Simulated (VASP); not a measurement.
Input of a VASP 6.6.1 run:

The input INCAR:

```
SYSTEM = Al
  PREC = Accurate
  ENCUT = 520
  EDIFF = 1E-7
  ISMEAR = -1
  SIGMA = 0.1
  LREAL = .FALSE.
  LASPH = .TRUE.
  NELM = 100
  ALGO = Normal
  ISIF = 2
  LWAVE = .FALSE.
  LCHARG = .TRUE.
  GGA = PS
  LELF = .TRUE.
  LVHAR = .TRUE.
  NBANDS = 10
```

KPOINTS

```
regular mesh
0
G
  14 14 7
  0 0 0
```

POSCAR

```
Al
1.0
    2.8124600000     -0.0140623000     -0.0140623000
   -1.4184083000      2.4426911500     -0.0051471500
   -0.0243342500     -0.0243342500      4.8668500000
Al
2
Direct
    0.6666666667      0.3333333333      0.7500000000
    0.3333333333      0.6666666667      0.2500000000
```

Potentials or basis: VASP PAW PBE potentials, release 64 (Al).

Launch:

```bash
$ cat potpaw_PBE.64/Al/POTCAR > POTCAR
$ mpirun -np 1 vasp_std > vasp.out
```

**Question.** Estimate the pressure.

**Answer.** -1.3 GPa.

**Question.** What does it give for the band gap on the k mesh?

**Answer.** Zero (bands 3 and 4 overlap by 5.46 eV).

Stress tensor (GPa, compression positive):
```
-0.63  0.47  0.11
 0.47 -0.62  0.10
 0.11  0.10 -2.56
```

Caveat: the PAW data sets were made with another functional, which shifts forces and pressure a little.
